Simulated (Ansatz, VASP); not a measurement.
Two plane-wave programs on Fe

```xyz
1
Lattice="-1.4390 1.4390 1.3239 1.4390 -1.4390 1.3239 1.4390 1.4390 -1.3239" Properties=species:S:1:pos:R:3 pbc="T T T"
Fe    0.0000    0.0000    0.0000
```

Change from the starting cell: strain +0.000 along x and y, -0.080 along z, atoms carried along.

Alike in both runs: task single point; functional PBEsol; k mesh 24 × 24 × 24; occupations gaussian, width 0.15 eV; collinear spin.

|  | VASP | Ansatz |
| --- | --- | --- |
| version | VASP 6.6.1 | Ansatz 0.2.0 |
| potentials or method | VASP PAW PBE potentials, release 64 (Fe), cutoff 520 eV | scalar-relativistic, plane waves, PAW |
| valence electrons in the cell | 8 | 16 |

|  | VASP | Ansatz | Ansatz less VASP |
| --- | --- | --- | --- |
| gap on the k mesh at the Fermi level (eV) | none | none | - |
| pressure (GPa) | -2.3 | -2.0 | +0.22 |
| traceless stress, the component that is largest in VASP (GPa) | 9.13 | 9.19 | +0.059 |
| net moment per atom (μB) | 2.13 | 2.12 | -0.014 |
| size of the moment on the site where the two differ most (μB) | 2.12 | 2.15 | +0.030 |

VASP's potentials were made for PBE, not for PBEsol. Site moments also hang on the region over which each program counts them. A gap of «none» marks a metal or a gap that the smearing closes. VASP's potentials hold 8 valence electrons a cell and Ansatz's 16, so a difference there can come from the potentials and not from the codes.
